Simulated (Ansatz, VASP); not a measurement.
# In: VASP beside Ansatz

```xyz
2
Lattice="3.3355 0.0000 0.0000 -1.6677 2.8886 0.0000 0.0000 0.0000 5.5091" Properties=species:S:1:pos:R:3 pbc="T T T"
In    1.6677    0.9629    4.1319
In    0.0000    1.9257    1.3773
```

Alike in both runs: task relaxation of cell and atoms; functional LDA; k mesh 9 × 9 × 5; occupations fermi-dirac, width 0.05 eV; no spin polarisation.

|  | VASP | Ansatz |
| --- | --- | --- |
| version | VASP 6.6.1 | Ansatz 0.2.0 |
| potentials or method | VASP PAW LDA potentials, release 64 (In_d) | Ansatz PAW |
| plane-wave cutoff (eV) | 600 | 420 |
| valence electrons in the cell | 26 | 26 |

```tsv
	VASP	Ansatz	Ansatz less VASP
gap on the k mesh at the Fermi level, each at its own relaxed structure (eV)	none	none	-
relaxed volume (Å³/atom)	24.67	24.64	-0.030
relaxed cell length with the largest relative difference (Å)	5.330	5.327	-0.0023
```

LDA's correlation is that of Perdew and Zunger in VASP and of Perdew and Wang (1992) in Ansatz. A gap of «none» marks a metal or a gap that the smearing closes.

Noted on Ansatz's run: the plane-wave basis is chosen anew once the cell has moved, so the energies of steps on either side of that aren't comparable.
